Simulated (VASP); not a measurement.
# Ir (P6_3/mmc) in VASP: further runs, part 2 of 2

VASP 6.6.1.

## 3. Single point, r2SCAN (strain +0.000 along x and y, -0.080 along z)

The input, POSCAR:

```
Ir
1.0
    2.7513778946      0.0000000000      0.0000000000
   -1.3756889473      2.3827631521      0.0000000000
    0.0000000000      0.0000000000      4.1053068000
Ir
2
Direct
    0.6666666667      0.3333333333      0.7500000000
    0.3333333333      0.6666666667      0.2500000000
```

The input, INCAR.step1:

```
PREC = Accurate ; ENCUT = 520
ISMEAR = 0 ; SIGMA = 0.15
LREAL = F ; LASPH = T
NELM = 100 ; NBANDS = 16
GGA = PE ; ALGO = Normal
EDIFF = 1E-4 ; LWAVE = T
LCHARG = F
```

The input, INCAR.step2:

```
PREC = Accurate ; ENCUT = 520
EDIFF = 1E-7 ; ISMEAR = 0
SIGMA = 0.15 ; LREAL = F
LASPH = T ; NELM = 100
ALGO = Normal ; ISIF = 2
LWAVE = F ; LCHARG = F
METAGGA = R2SCAN ; LMIXTAU = T
NBANDS = 16 ; ISTART = 1
```

The input, KPOINTS:

```
regular mesh
0
Gamma
  18 18 12
```

Potentials or basis: VASP PAW PBE potentials, release 64 (Ir).

The run is started by

```sh
cat potpaw_PBE.64/Ir/POTCAR > POTCAR
cp INCAR.step1 INCAR
mpirun -np 1 vasp_std > vasp.out
cp INCAR.step2 INCAR
mpirun -np 1 vasp_std > vasp.out
```

It took 9.4 min on 1 thread of Intel Xeon 8259CL, shared host; peak memory 0.22 GiB.

The run converged. Its results:

```yaml
Free_energy: -104.2277 eV
Pressure: 32.9 GPa
Band_gap_on_the_k_mesh: zero (bands 9 and 10 overlap by 3.37 eV)
```

Stress tensor (GPa, compression positive):
```
20.50  0.00  0.00
 0.00 20.50  0.00
 0.00  0.00 57.76
```

Levels at points of the mesh, in eV from the Fermi level:
| k point | band 6 | band 7 | band 8 | band 9 | band 10 | band 11 | band 12 | band 13 |
| --- | --- | --- | --- | --- | --- | --- | --- | --- |
| (0.00, 0.00, 0.00) | -3.55 | -3.55 | -3.53 | -3.53 | 0.01 | 0.21 | 0.21 | 9.12 |
| (0.50, 0.00, 0.00) | -3.54 | -2.83 | 0.10 | 0.82 | 1.49 | 2.91 | 4.38 | 9.36 |
| (0.00, 0.00, 0.50) | -4.92 | -4.60 | -4.60 | -0.49 | -0.49 | -0.49 | -0.49 | 14.14 |
| (0.50, 0.00, 0.50) | -2.90 | -1.24 | -1.24 | 0.56 | 0.56 | 2.05 | 2.05 | 8.36 |

Caveat: the cell differs from its parent crystal (strain +0.000 along x and y, -0.080 along z); the stress differs along the axes, from 21 to 58 GPa; the PAW data sets were made with another functional, which shifts forces and pressure a little; spin-orbit coupling is left out, which moves the levels of the heavy elements.

## 4. Single point, r2SCAN (strain -0.040 along x and y, +0.000 along z)

The input, POSCAR:

```
Ir
1.0
    2.6413227788      0.0000000000      0.0000000000
   -1.3206613894      2.2874526260      0.0000000000
    0.0000000000      0.0000000000      4.4622900000
Ir
2
Direct
    0.6666666667      0.3333333333      0.7500000000
    0.3333333333      0.6666666667      0.2500000000
```

The input, INCAR.step1:

```
ALGO = Normal
EDIFF = 1E-4
ENCUT = 520
GGA = PE
ISMEAR = 0
LASPH = T
LCHARG = F
LREAL = F
LWAVE = T
NBANDS = 16
NELM = 100
PREC = Accurate
SIGMA = 0.15
```

The input, INCAR.step2:

```
ALGO = Normal
EDIFF = 1E-6
ENCUT = 520
ISIF = 2
ISMEAR = 0
ISTART = 1
LASPH = T
LCHARG = F
LMIXTAU = T
LREAL = F
LWAVE = F
METAGGA = R2SCAN
NBANDS = 16
NELM = 100
PREC = Accurate
SIGMA = 0.15
```

The input, KPOINTS:

```
k-points
0
Gamma
  18 18 12
```

Potentials or basis: VASP PAW PBE potentials, release 64 (Ir).

The run is started by

```sh
cat potpaw_PBE.64/Ir/POTCAR > POTCAR
cp INCAR.step1 INCAR
mpirun -np 1 vasp_std > vasp.out
cp INCAR.step2 INCAR
mpirun -np 1 vasp_std > vasp.out
```

OUTCAR:

```text
EDIFF = 1E-6
   ENCUT = 520
   ISIF = 2
   ISMEAR = 0
   ISTART = 1
   LASPH = T
   LREAL = F
   METAGGA = R2SCAN
   NELM = 100
   PREC = Accurate

 ion  position               nearest neighbor table
   1  0.667  0.333  0.750-   2 2.70   2 2.70   2 2.70   2 2.70   2 2.70   2 2.70
   2  0.333  0.667  0.250-   1 2.70   1 2.70   1 2.70   1 2.70   1 2.70   1 2.70

  LATTYP: Found a hexagonal cell.
 ALAT       =     2.6413227788
 C/A-ratio  =     1.6894148780

  Lattice vectors:

[... 195 lines left out ...]
      6       7.5185      2.00000
[... 433 lines left out ...]
      3       3.5683      2.00000
      4       6.6070      2.00000
      5       6.8550      2.00000
      6       7.0099      2.00000
[... 8 lines left out ...]
     15      22.3699      0.00000
     16      25.8438      0.00000

 [... further k-points ...]
[... 5 lines left out ...]
  --------------------------------------------------------------------------------------
  -------------------------------------------------------------------------------------
  Total        5.8729347      5.8729347      2.5861787      0.0000000      0.0000000      0.0000000
  in kB      349.0071930    349.0071930    153.6872117      0.0000000      0.0000000      0.0000000
  external PRESSURE =     283.9005326 kB  Pullay stress =       0.0000000 kB

 VOLUME and BASIS-vectors are now :
 -----------------------------------------------------------------------------
  energy-cutoff  :      520.00
  volume of cell :       26.96
      direct lattice vectors                 reciprocal lattice vectors
     2.641322779  0.000000000  0.000000000     0.378598181  0.218583762  0.000000000
    -1.320661389  2.287452626  0.000000000     0.000000000  0.437167524  0.000000000
     0.000000000  0.000000000  4.462290000     0.000000000  0.000000000  0.224100182

 POSITION                                       TOTAL-FORCE (eV/Angst)
 -----------------------------------------------------------------------------------
      1.32066      0.76248      3.34672         0.000000      0.000000      0.000000
     -0.00000      1.52497      1.11557        -0.000000     -0.000000      0.000000
 -----------------------------------------------------------------------------------
    total drift:                               -0.000000      0.000000     -0.000000

  FREE ENERGIE OF THE ION-ELECTRON SYSTEM (eV)
  ---------------------------------------------------
  free  energy   TOTEN  =      -104.3828425365 eV

  energy  without entropy=     -104.3605002385  energy(sigma->0) =     -104.37167139
```

OSZICAR.step1:

```text
N       E                     dE             d eps       ncg     rms          rms(c)
DAV:   1     0.145788410029E+03    0.14579E+03   -0.85470E+03  8288   0.114E+03
DAV:   2    -0.147292587704E+02   -0.16052E+03   -0.14482E+03  8296   0.313E+02
DAV:   3    -0.182993356389E+02   -0.35701E+01   -0.35273E+01 11216   0.560E+01
DAV:   4    -0.183389441923E+02   -0.39609E-01   -0.39596E-01  9568   0.493E+00
DAV:   5    -0.183400490920E+02   -0.11049E-02   -0.11049E-02 11600   0.863E-01    0.253E+01
DAV:   6    -0.175111132892E+02    0.82894E+00   -0.90590E-01 10536   0.125E+01    0.111E+01
DAV:   7    -0.173211472271E+02    0.18997E+00   -0.36546E-01 11192   0.758E+00    0.199E+00
DAV:   8    -0.173106360041E+02    0.10511E-01   -0.76915E-03  9440   0.896E-01    0.586E-01
DAV:   9    -0.173086490803E+02    0.19869E-02   -0.31445E-03 11192   0.722E-01    0.246E-02
DAV:  10    -0.173086576214E+02   -0.85411E-05   -0.17296E-05  6280   0.388E-02
   1 F= -.17308658E+02 E0= -.17297187E+02  d E =-.229406E-01
```

Wall time 10 min (1 thread of Intel Xeon 8259CL, shared host); peak memory 0.22 GiB.

Results:

- Free energy: -104.3828 eV
- Pressure: 28.4 GPa
- Band gap on the k mesh: zero (bands 9 and 10 overlap by 4.02 eV)

Caveat: the cell differs from its parent crystal (strain -0.040 along x and y, +0.000 along z); the stress differs along the axes, from 15 to 35 GPa; the PAW data sets were made with another functional, which shifts forces and pressure a little; spin-orbit coupling is left out, which moves the levels of the heavy elements.

## 5. Summary

```csv
cell,gap on the mesh (eV),pressure (GPa)
"a = 2.531, b = 2.531, c = 4.819 Å, angles 90.0, 90.0, 120.0°, 2 atoms",none,46.8
"a = 2.751, b = 2.751, c = 4.105 Å, angles 90.0, 90.0, 120.0°, 2 atoms",none,32.9
"a = 2.641, b = 2.641, c = 4.462 Å, angles 90.0, 90.0, 120.0°, 2 atoms",none,28.4
```

Alike in all rows: task single point; level r2SCAN; potentials or basis VASP PAW PBE potentials, release 64 (Ir); no spin polarisation; k mesh 18 × 18 × 12; cutoff (eV) 520; smearing gaussian 0.15 eV.

Caveats: the PAW data sets were made with another functional, which shifts forces and pressure a little; spin-orbit coupling is left out, which moves the levels of the heavy elements; the stress differs along the axes, from -12 to 76 GPa (at least some runs); the stress differs along the axes, from 21 to 58 GPa (at least some runs); the stress differs along the axes, from 15 to 35 GPa (at least some runs).

Total energies depend on the potentials used, so only differences within one code and one set of settings carry meaning.
